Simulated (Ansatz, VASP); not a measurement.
One calculation of Ca, two programs

File INCAR:

```
  ALGO = Normal
  EDIFF = 1E-6
  ENCUT = 520
  GGA = CA
  ISIF = 2
  ISMEAR = 0
  LASPH = True
  LCHARG = False
  LREAL = False
  LWAVE = False
  NBANDS = 11
  NELM = 80
  PREC = Accurate
  SIGMA = 0.1
```

The input KPOINTS:

```
k-points
0
Gamma
  9 9 9
```

Contents of POSCAR:

```
Ca
1.0
    3.8142859900      0.0000000000      0.0000000000
   -1.2854141234      3.5911680753      0.0000000000
   -1.2644359330     -1.7955840373      3.1186306851
Ca
1
Direct
    0.5000000000      0.5000000000      0.0000000000
```

The input input.yaml:

```yaml
crystal:
  lattice:
    - [3.81428599, 0.0, 0.0]
    - [-1.2854141234, 3.5911680753, 0.0]
    - [-1.264435933, -1.7955840373, 3.1186306851]
  atoms:
    - { symbol: Ca, position: [0.5, 0.5, 0.0] }
kpoints:
  mp_grid: { grid: [9, 9, 9] }
scf:
  occupations: { method: gaussian, width: 0.1 }
hamiltonian:
  xc: lda
  pseudopotentials: { kind: all_electron, lapw: { basis_error: 0.001 } }
output:
  forces: true
  stress: true
  eigenvalues: true
```

Alike in both runs: task single point; functional LDA; k mesh 9 × 9 × 9; occupations gaussian, width 0.1 eV; no spin polarisation.

|  | VASP | Ansatz |
| --- | --- | --- |
| version | VASP 6.6.1 | Ansatz 0.2.0 |
| potentials or method | VASP PAW LDA potentials, release 64 (Ca_sv), cutoff 520 eV | all-electron LAPW, scalar-relativistic |

|  | VASP | Ansatz | Ansatz less VASP |
| --- | --- | --- | --- |
| gap on the k mesh at the Fermi level (eV) | none | none | - |
| pressure (GPa) | -1.9 | -1.9 | 0.00 |

LDA's correlation is that of Perdew and Zunger in VASP and of Perdew and Wang (1992) in Ansatz. A gap of «none» marks a metal or a gap that the smearing closes. Ansatz ran all-electron here, and VASP with PAW potentials.
